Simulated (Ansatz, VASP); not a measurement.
## Two plane-wave programs on Pb

Contents of POSCAR:

```
Pb
1.0
    3.0769499276      0.0000000000      0.0000000000
    0.0000000000      3.0769499276      0.0000000000
    0.0000000000      0.0000000000      3.0769499276
Pb
1
Direct
    0.0000000000      0.0000000000      0.0000000000
```

The input INCAR.step1:

```
PREC = Accurate
ENCUT = 520
ISMEAR = -1
SIGMA = 0.1
LREAL = F
LASPH = T
NELM = 60
NBANDS = 13
GGA = PE
ALGO = Normal
EDIFF = 1E-4
LWAVE = T
LCHARG = F
```

Contents of INCAR.step2:

```
PREC = Accurate
ENCUT = 520
EDIFF = 1E-6
ISMEAR = -1
SIGMA = 0.1
LREAL = F
LASPH = T
NELM = 60
ALGO = Normal
ISIF = 2
LWAVE = F
LCHARG = F
METAGGA = R2SCAN
LMIXTAU = T
NBANDS = 13
ISTART = 1
```

Contents of KPOINTS:

```
Automatic mesh
0
Gamma
  11 11 11
```

Input for Ansatz:

```yaml
crystal:
  lattice:
    - [3.0769499276, 0.0, 0.0]
    - [0.0, 3.0769499276, 0.0]
    - [0.0, 0.0, 3.0769499276]
  atoms:
    - { symbol: Pb, position: [0.0, 0.0, 0.0] }
hamiltonian:
  xc: r2scan
  pseudopotentials:
    kind: paw
    azcp:
      Pb: "pseudopotentials/Pb.paw.azcp"
basis:
  ecutwfc: 500
  fft_grid_basis: typed
kpoints:
  mp_grid: { grid: [11, 11, 11], shift: [0, 0, 0] }
magnetization:
  spin_polarized: false
scf:
  occupations: { method: fermi_dirac, width: 0.1 }
  lower_state_search: "off"
output:
  stress: true
```

Alike in both runs: task single point; functional r2SCAN; k mesh 11 × 11 × 11; occupations fermi-dirac, width 0.1 eV; no spin polarisation.

```csv
,VASP,Ansatz
version,VASP 6.6.1,Ansatz 0.2.0
potentials or method,"VASP PAW PBE potentials, release 64 (Pb_d), cutoff 520 eV","plane waves (500 eV) with PAW, scalar-relativistic"
valence electrons in the cell,14,14
```

```tsv
	VASP	Ansatz	Ansatz less VASP
pressure (GPa)	7.5	7.5	-0.02
```

VASP's potentials were made for PBE, not for r2SCAN.

Spin-orbit coupling is off throughout.
